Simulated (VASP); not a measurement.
# Cu (Fm-3m) in VASP: a series of runs

The runs below take Cu through single point, with r2SCAN.

Everything below comes from runs of VASP 6.6.1. Logs are shortened: lines on timing, memory, paths and dates and some standing lists are left out, and cuts for length are marked.

## Step 1: The cell of the first run

The structure is cubic, space group Fm-3m (No. 225). The conventional cell has a = 3.576 Å, b = 3.576 Å, c = 3.576 Å, α = 90.00°, β = 90.00°, γ = 90.00°. Cu (site symmetry m-3m) has 12 Cu at 2.53 Å within 3.3 Å.

## Step 2: Single point, r2SCAN

The input, POSCAR:

```
Cu
1.0
    0.0000000000      1.7881324402      1.7881324402
    1.7881324402      0.0000000000      1.7881324402
    1.7881324402      1.7881324402      0.0000000000
Cu
1
Direct
    0.0000000000      0.0000000000      0.0000000000
```

The input, INCAR.step1:

```
SYSTEM = Cu
PREC = Accurate
ENCUT = 520
ISMEAR = -1
SIGMA = 0.1
LREAL = .False.
LASPH = .True.
NELM = 80
NBANDS = 12
GGA = PE
ALGO = Normal
EDIFF = 1E-4
LWAVE = .True.
LCHARG = .False.
```

The input, INCAR.step2:

```
SYSTEM = Cu
PREC = Accurate
ENCUT = 520
EDIFF = 1E-6
ISMEAR = -1
SIGMA = 0.1
LREAL = .False.
LASPH = .True.
NELM = 80
ALGO = Normal
ISIF = 2
LWAVE = .False.
LCHARG = .False.
METAGGA = R2SCAN
LMIXTAU = .True.
NBANDS = 12
ISTART = 1
```

The input, KPOINTS:

```
regular mesh
0
Gamma
  4 4 4
  0 0 0
```

Potentials or basis: VASP PAW PBE potentials, release 64 (Cu).

Launch:

```
> cat potpaw_PBE.64/Cu/POTCAR > POTCAR
> cp INCAR.step1 INCAR
> mpirun -np 1 vasp_std > vasp.out
> cp INCAR.step2 INCAR
> mpirun -np 1 vasp_std > vasp.out
```

OUTCAR:

```text
SYSTEM = Cu
   PREC = Accurate
   ENCUT = 520
   EDIFF = 1E-6
   ISMEAR = -1
   LREAL = .False.
   LASPH = .True.
   NELM = 80
   ISIF = 2
   METAGGA = R2SCAN
   ISTART = 1

 ion  position               nearest neighbor table
   1  0.000  0.000  0.000-

  LATTYP: Found a face centered cubic cell.
 ALAT       =     3.5762648804

  Lattice vectors:

 A1 = (   0.0000000000,   1.7881324402,   1.7881324402)
 A2 = (   1.7881324402,   0.0000000000,   1.7881324402)
 A3 = (   1.7881324402,   1.7881324402,   0.0000000000)

Analysis of symmetry for initial positions (statically):
=====================================================================
 Subroutine PRICEL returns:
 Original cell was already a primitive cell.

 Routine SETGRP: Setting up the symmetry group for a
 face centered cubic supercell.

 Subroutine GETGRP returns: Found 48 space group operations
 (whereof 48 operations were pure point group operations)
 out of a pool of 48 trial point group operations.

The static configuration has the point symmetry O_h .

Analysis of symmetry for dynamics (positions and initial velocities):
=====================================================================
 Subroutine PRICEL returns:
 Original cell was already a primitive cell.

 Routine SETGRP: Setting up the symmetry group for a
 face centered cubic supercell.

 Subroutine GETGRP returns: Found 48 space group operations
 (whereof 48 operations were pure point group operations)
 out of a pool of 48 trial point group operations.

The dynamic configuration has the point symmetry O_h .

 Subroutine INISYM returns: Found 48 space group operations
 (whereof 48 operations are pure point group operations),
 and found     1 'primitive' translations

----------------------------------------------------------------------------------------

                                     Primitive cell

  volume of cell :      11.4348

  direct lattice vectors                    reciprocal lattice vectors
     0.000000000  1.788132440  1.788132440    -0.279621346  0.279621346  0.279621346
     1.788132440  0.000000000  1.788132440     0.279621346 -0.279621346  0.279621346
     1.788132440  1.788132440  0.000000000     0.279621346  0.279621346 -0.279621346

  length of vectors
     2.528801148  2.528801148  2.528801148     0.484318378  0.484318378  0.484318378

  position of ions in fractional coordinates (direct lattice)
     0.000000000  0.000000000  0.000000000

  ion indices of the primitive-cell ions
   primitive index   ion index
                 1           1

----------------------------------------------------------------------------------------

 KPOINTS: regular mesh

Automatic generation of k-mesh.
 Grid dimensions read from file:
 generate k-points for:    4    4    4

 Generating k-lattice:

  Cartesian coordinates                     Fractional coordinates (reciprocal lattice)
    -0.069905337  0.069905337  0.069905337     0.250000000  0.000000000  0.000000000
     0.069905337 -0.069905337  0.069905337     0.000000000  0.250000000  0.000000000
     0.069905337  0.069905337 -0.069905337     0.000000000  0.000000000  0.250000000

  Length of vectors
     0.121079595  0.121079595  0.121079595

  Shift w.r.t. Gamma in fractional coordinates (k-lattice)
     0.000000000  0.000000000  0.000000000

 Subroutine IBZKPT returns following result:
 ===========================================

 Found      8 irreducible k-points:

 Following reciprocal coordinates:
            Coordinates               Weight
  0.000000  0.000000  0.000000      1.000000
  0.250000  0.000000  0.000000      8.000000
  0.500000  0.000000  0.000000      4.000000
  0.250000  0.250000  0.000000      6.000000
  0.500000  0.250000  0.000000     24.000000
 -0.250000  0.250000  0.000000     12.000000
  0.500000  0.500000  0.000000      3.000000
 -0.250000  0.500000  0.250000      6.000000
   k-points           NKPTS =      8   k-points in BZ     NKDIM =      8   number of bands    NBANDS=     12
   number of dos      NEDOS =    301   number of ions     NIONS =      1
   total plane-waves  NPLWV =   8000
   dimension x,y,z NGX =    20 NGY =   20 NGZ =   20
   dimension x,y,z NGXF=    40 NGYF=   40 NGZF=   40
   ions per type =               1
   NGX,Y,Z   is equivalent  to a cutoff of  13.15, 13.15, 13.15 a.u.
   NGXF,Y,Z  is equivalent  to a cutoff of  26.30, 26.30, 26.30 a.u.
 SYSTEM =  Cu
   PREC   = accura    normal or accurate (medium, high low for compatibility)
   ISTART =      1    job   : 0-new  1-cont  2-samecut
   ICHARG =      0    charge: 1-file 2-atom 10-const
   ISPIN  =      1    spin polarized calculation?
   LNONCOLLINEAR =      F non collinear calculations
   LSORBIT =      F    spin-orbit coupling
   LASPH  =      T    aspherical Exc in radial PAW
   ENCUT  =  520.0 eV  38.22 Ry    6.18 a.u.   4.70  4.70  4.70*2*pi/ulx,y,z
   NELM   =     80;   NELMIN=  2; NELMDL=  0     # of ELM steps
   EDIFF  = 0.1E-05   stopping-criterion for ELM
   LREAL  =      F    real-space projection
   EDIFFG = 0.1E-04   stopping-criterion for IOM
   NSW    =      0    number of steps for IOM
   IBRION =     -1    ionic relax: 0-MD 1-quasi-New 2-CG
   NFREE  =      0    steps in history (QN), initial steepest desc. (CG)
   ISIF   =      2    stress and relaxation
   ISYM   =      2    0-nonsym 1-usesym 2-fastsym
   POTIM  = 0.5000    time-step for ionic-motion
   TEBEG  =    0.0;   TEEND  =   0.0 temperature during run
   PSTRESS=    0.0 pullay stress
   NELECT =      11.0000    total number of electrons
   NUPDOWN=      -1.0000    fix difference up-down
   EMIN   =  10.00;   EMAX   =-10.00  energy-range for DOS
   EFERMI =   0.00;   METHOD = LEGACY
   ISMEAR =    -1;   SIGMA  =   0.10  broadening in eV -4-tet -1-fermi 0-gaus
   EFERMI_NEDOS =   21; number of points for ismear=-14 and -15
   IALGO  =     38    algorithm
   IMIX   =      4    mixing-type and parameters
     AMIX     =   0.40;   BMIX     =  1.00
     AMIX_MAG =   1.60;   BMIX_MAG =  1.00
  volume/ion in A,a.u.               =      11.43        77.17
  Fermi-wavevector in a.u.,A,eV,Ry     =   1.616079  3.053947 35.534510  2.611713
  Thomas-Fermi vector in A             =   2.710724
   LORBIT       =      0    0 simple, 1 ext, 2 COOP (PROOUT), +10 PAW based schemes
   METAGGA = R2SCAN    functional components
   LHFCALC =     F    Hartree Fock is set to
   AEXX    =    0.0000 exact exchange contribution
   IVDW    =     0    specifies the selected vdW correction
   LEPSILON=     F    determine dielectric tensor
   LRPA    =     F    only Hartree local field effects (RPA)
 non-spin polarized calculation
  energy-cutoff  :      520.00
  volume of cell :       11.43
 maximum number of plane-waves:       331
 NGX is ok and might be reduce to    20
   NGX =  9   NGY =  9   NGZ =  9

 number of electron      11.0000012 magnetization

 Free energy of the ion-electron system (eV)
  ---------------------------------------------------
  ext. energy  EPLUGINS =         0.00000000
  ---------------------------------------------------
  free energy    TOTEN  =       -10.66198103 eV

  energy without entropy =      -10.64896254  energy(sigma->0) =      -10.65547178

 E-fermi :   8.4835     XC(G=0): -13.9716

 val. band max:        7.4628517285   @ k =  -0.2500   0.2500   0.0000
 cond. band min:       8.7970585866   @ k =   0.5000   0.2500   0.0000
 fundamental gap:      1.3342068581
 Fermi energy:         8.4835150866

 k-point     1 :       0.0000    0.0000    0.0000
  band No.  band energies     occupation
      1      -2.1295      2.00000
      2       4.5415      2.00000
      3       4.5416      2.00000
      4       4.5416      2.00000
      5       5.4009      2.00000
      6       5.4009      2.00000
      7      31.4681      0.00000
      8      34.7430      0.00000
      9      34.7430      0.00000
     10      34.7433      0.00000
     11      37.1623      0.00000
     12      37.1623      0.00000

 k-point     2 :       0.2500    0.0000    0.0000
  band No.  band energies     occupation
      1       0.1234      2.00000
      2       4.2629      2.00000
      3       4.7016      2.00000
      4       4.7018      2.00000
      5       5.4929      2.00000
      6       5.4930      2.00000
      7      21.0617      0.00000
      8      31.4287      0.00000
      9      32.1627      0.00000
     10      32.1628      0.00000
     11      38.0302      0.00000
     12      38.0303      0.00000

 k-point     3 :       0.5000    0.0000    0.0000
  band No.  band energies     occupation
      1       2.3703      2.00000
      2       4.4936      2.00000
      3       4.4937      2.00000
      4       6.0147      2.00000
      5       6.0148      2.00000
      6       6.6452      2.00000
      7      11.9357      0.00000
      8      29.9323      0.00000
      9      31.4693      0.00000
     10      31.4694      0.00000
     11      34.3432      0.00000
     12      34.3435      0.00000

 k-point     4 :       0.2500    0.2500    0.0000
  band No.  band energies     occupation
      1       0.7927      2.00000
      2       3.7633      2.00000
      3       4.9231      2.00000
      4       5.2455      2.00000
      5       5.2456      2.00000
      6       5.6886      2.00000
      7      26.0903      0.00000
      8      26.0904      0.00000
      9      27.1302      0.00000
     10      27.7170      0.00000
     11      31.6369      0.00000
     12      46.9741      0.00000

 k-point     5 :       0.5000    0.2500    0.0000
  band No.  band energies     occupation
      1       3.0275      2.00000
      2       3.6138      2.00000
      3       4.5627      2.00000
      4       5.2080      2.00000
      5       6.0587      2.00000
      6       8.7971      0.08334
      7      15.0094      0.00000
      8      21.1879      0.00000
      9      25.0331      0.00000
     10      28.5639      0.00000
     11      39.0246      0.00000
     12      43.3693      0.00000

 k-point     6 :      -0.2500    0.2500    0.0000
  band No.  band energies     occupation
      1       2.7804      2.00000
      2       3.9905      2.00000
      3       4.1970      2.00000
      4       5.0512      2.00000
      5       5.4162      2.00000
      6       7.4629      1.99993
      7      18.1204      0.00000
      8      19.5018      0.00000
      9      29.6846      0.00000
     10      30.7578      0.00000
     11      39.7313      0.00000
     12      40.7821      0.00000

 k-point     7 :       0.5000    0.5000    0.0000
  band No.  band energies     occupation
      1       2.5189      2.00000
      2       3.0299      2.00000
      3       5.9834      2.00000
      4       6.1747      2.00000
      5       6.1747      2.00000
      6       9.3792      0.00026
      7      15.4448      0.00000
      8      21.8281      0.00000
      9      21.8282      0.00000
     10      26.2718      0.00000
     11      29.4863      0.00000
     12      52.1832      0.00000

 k-point     8 :      -0.2500    0.5000    0.2500
  band No.  band energies     occupation
      1       3.3014      2.00000
      2       3.9846      2.00000
      3       3.9846      2.00000
      4       5.3569      2.00000
      5       6.1755      2.00000
      6      14.4038      0.00000
      7      14.4039      0.00000
      8      16.5109      0.00000
      9      17.4868      0.00000
     10      37.6780      0.00000
     11      37.6780      0.00000
     12      39.2958      0.00000

------------------------ aborting loop because EDIFF is reached ----------------------------------------

  FORCE on cell =-STRESS in cart. coord.  units (eV):
  Direction    XX          YY          ZZ          XY          YZ          ZX
  --------------------------------------------------------------------------------------
  -------------------------------------------------------------------------------------
  Total        0.1840208      0.1840208      0.1840208      0.0000000      0.0000000      0.0000000
  in kB       25.7838967     25.7838967     25.7838967      0.0000000      0.0000000      0.0000000
  external PRESSURE =      25.7838967 kB  Pullay stress =       0.0000000 kB

 VOLUME and BASIS-vectors are now :
 -----------------------------------------------------------------------------
  energy-cutoff  :      520.00
  volume of cell :       11.43
      direct lattice vectors                 reciprocal lattice vectors
     0.000000000  1.788132440  1.788132440    -0.279621346  0.279621346  0.279621346
     1.788132440  0.000000000  1.788132440     0.279621346 -0.279621346  0.279621346
     1.788132440  1.788132440  0.000000000     0.279621346  0.279621346 -0.279621346

 POSITION                                       TOTAL-FORCE (eV/Angst)
 -----------------------------------------------------------------------------------
      0.00000      0.00000      0.00000        -0.000000      0.000000      0.000000
 -----------------------------------------------------------------------------------
    total drift:                                0.000000     -0.000000      0.000000

  FREE ENERGIE OF THE ION-ELECTRON SYSTEM (eV)
  ---------------------------------------------------
  free  energy   TOTEN  =       -10.6619810258 eV

  energy  without entropy=      -10.6489625371  energy(sigma->0) =      -10.65547178
```

Wall time 8.4 s (1 thread of Intel Xeon Platinum 8488C (Sapphire Rapids), shared host); peak memory 0.12 GiB.

What came out:

```
Free energy : -10.6620 eV
Pressure    : 2.6 GPa
```

Caveat: the k points lie up to 0.76 Å⁻¹ apart; the PAW data sets were made with another functional, which shifts forces and pressure a little.

## Step 3: Single point, r2SCAN

POSCAR is that of step 2.

The input, INCAR.step1:

```
SYSTEM = Cu
ALGO = Normal ; EDIFF = 1E-4
ENCUT = 520 ; GGA = PE
ISMEAR = -1 ; LASPH = .True.
LCHARG = .False. ; LREAL = .False.
LWAVE = .True. ; NBANDS = 12
NELM = 60 ; PREC = Accurate
SIGMA = 0.1
```

The input, INCAR.step2:

```
SYSTEM = Cu
ALGO = Normal ; EDIFF = 1E-6
ENCUT = 520 ; ISIF = 2
ISMEAR = -1 ; ISTART = 1
LASPH = .True. ; LCHARG = .True.
LELF = .True. ; LMIXTAU = .True.
LREAL = .False. ; LVHAR = .True.
LWAVE = .False. ; METAGGA = R2SCAN
NBANDS = 12 ; NELM = 60
PREC = Accurate ; SIGMA = 0.1
```

The input, KPOINTS:

```
k-points
0
Gamma
  5 5 5
  0 0 0
```

Potentials or basis: VASP PAW PBE potentials, release 64 (Cu).

Launch:

```
> cat potpaw_PBE.64/Cu/POTCAR > POTCAR
> cp INCAR.step1 INCAR
> mpirun -np 1 vasp_std > vasp.out
> cp INCAR.step2 INCAR
> mpirun -np 1 vasp_std > vasp.out
```

OUTCAR:

```text
SYSTEM = Cu
   EDIFF = 1E-6
   ENCUT = 520
   ISIF = 2
   ISMEAR = -1
   ISTART = 1
   LASPH = .True.
   LREAL = .False.
   METAGGA = R2SCAN
   NELM = 60
   PREC = Accurate

 ion  position               nearest neighbor table
   1  0.000  0.000  0.000-

  LATTYP: Found a face centered cubic cell.
 ALAT       =     3.5762648804

  Lattice vectors:

 A1 = (   0.0000000000,   1.7881324402,   1.7881324402)
 A2 = (   1.7881324402,   0.0000000000,   1.7881324402)
[... 312 lines left out ...]
     11      36.5937      0.00000
     12      40.2860      0.00000

------------------------ aborting loop because EDIFF is reached ----------------------------------------

  FORCE on cell =-STRESS in cart. coord.  units (eV):
  Direction    XX          YY          ZZ          XY          YZ          ZX
  --------------------------------------------------------------------------------------
  -------------------------------------------------------------------------------------
  Total       -0.0145556     -0.0145556     -0.0145556      0.0000000     -0.0000000      0.0000000
  in kB       -2.0394440     -2.0394440     -2.0394440      0.0000000     -0.0000000      0.0000000
  external PRESSURE =      -2.0394440 kB  Pullay stress =       0.0000000 kB

 VOLUME and BASIS-vectors are now :
 -----------------------------------------------------------------------------
  energy-cutoff  :      520.00
  volume of cell :       11.43
      direct lattice vectors                 reciprocal lattice vectors
     0.000000000  1.788132440  1.788132440    -0.279621346  0.279621346  0.279621346
     1.788132440  0.000000000  1.788132440     0.279621346 -0.279621346  0.279621346
     1.788132440  1.788132440  0.000000000     0.279621346  0.279621346 -0.279621346

 POSITION                                       TOTAL-FORCE (eV/Angst)
 -----------------------------------------------------------------------------------
      0.00000      0.00000      0.00000        -0.000000      0.000000     -0.000000
 -----------------------------------------------------------------------------------
    total drift:                                0.000000      0.000000      0.000000

  FREE ENERGIE OF THE ION-ELECTRON SYSTEM (eV)
  ---------------------------------------------------
  free  energy   TOTEN  =       -10.9374812612 eV

  energy  without entropy=      -10.9304020600  energy(sigma->0) =      -10.93394166
```

OSZICAR.step1:

```text
N       E                     dE             d eps       ncg     rms          rms(c)
DAV:   1     0.450898211803E+02    0.45090E+02   -0.53445E+03   256   0.157E+03
DAV:   2    -0.341137210934E+01   -0.48501E+02   -0.45224E+02   248   0.217E+02
DAV:   3    -0.471705045379E+01   -0.13057E+01   -0.13021E+01   304   0.405E+01
DAV:   4    -0.472359299324E+01   -0.65425E-02   -0.65420E-02   268   0.255E+00
DAV:   5    -0.472365924071E+01   -0.66247E-04   -0.66246E-04   300   0.243E-01    0.769E+00
DAV:   6    -0.418693807528E+01    0.53672E+00   -0.13695E+01   276   0.709E+01    0.377E+00
DAV:   7    -0.383383442401E+01    0.35310E+00   -0.21072E+00   288   0.277E+01    0.538E-01
DAV:   8    -0.382373957166E+01    0.10095E-01   -0.60605E-03   292   0.145E+00    0.354E-01
DAV:   9    -0.382157813419E+01    0.21614E-02   -0.13233E-02   292   0.203E+00    0.337E-02
DAV:  10    -0.382157490613E+01    0.32281E-05   -0.49656E-05   160   0.130E-01
   1 F= -.38215749E+01 E0= -.38178572E+01  d E =-.743542E-02
```

Run time: 9.7 s. Hardware: 1 thread of Intel Xeon Platinum 8488C (Sapphire Rapids), shared host; peak memory 0.13 GiB.

Results:

```yaml
Free_energy: -10.9375 eV
Pressure: -0.2 GPa
```

Caveat: the k points lie up to 0.61 Å⁻¹ apart; the PAW data sets were made with another functional, which shifts forces and pressure a little.

## Step 4: Single point, r2SCAN

POSCAR is that of step 3.

The input, INCAR.step1:

```
PREC = Accurate
ENCUT = 520
ISMEAR = -1
SIGMA = 0.1
LREAL = False
LASPH = True
NELM = 100
NBANDS = 12
GGA = PE
ALGO = Normal
EDIFF = 1E-4
LWAVE = True
LCHARG = False
```

The input, INCAR.step2:

```
PREC = Accurate
ENCUT = 520
EDIFF = 1E-6
ISMEAR = -1
SIGMA = 0.1
LREAL = False
LASPH = True
NELM = 100
ALGO = Normal
ISIF = 2
LWAVE = False
LCHARG = False
METAGGA = R2SCAN
LMIXTAU = True
NBANDS = 12
ISTART = 1
```

The input, KPOINTS:

```
regular mesh
0
Gamma
  7 7 7
```

Launch:

```
> cat potpaw_PBE.64/Cu/POTCAR > POTCAR
> cp INCAR.step1 INCAR
> mpirun -np 1 vasp_std > vasp.out
> cp INCAR.step2 INCAR
> mpirun -np 1 vasp_std > vasp.out
```

Run time: 15 s. Hardware: 1 thread of Intel Xeon Platinum 8488C (Sapphire Rapids), shared host; peak memory 0.12 GiB.

The run converged. Its results:

```
Free energy : -10.8704 eV
Pressure    : 0.4 GPa
```

Levels at points of the mesh, in eV from the Fermi level:
```csv
k point,band 4,band 5,band 6,band 7,band 8,band 9
"(0.00, 0.00, 0.00)",-3.41,-2.55,-2.55,23.46,26.75,26.75
```

Caveat: the k points lie up to 0.43 Å⁻¹ apart; the PAW data sets were made with another functional, which shifts forces and pressure a little.

## Step 5: Overview

| k mesh | gap on the mesh (eV) | pressure (GPa) |
| --- | --- | --- |
| 4 × 4 × 4 | none | 2.6 |
| 5 × 5 × 5 | none | -0.2 |
| 7 × 7 × 7 | none | 0.4 |

Alike in all rows: task single point; level r2SCAN; potentials or basis VASP PAW PBE potentials, release 64 (Cu); no spin polarisation; cell as given; cutoff (eV) 520; smearing fermi-dirac 0.1 eV.

Caveats: all runs use coarse meshes; the PAW data sets were made with another functional, which shifts forces and pressure a little.

Absolute energies hang on the potentials; compare differences alone.
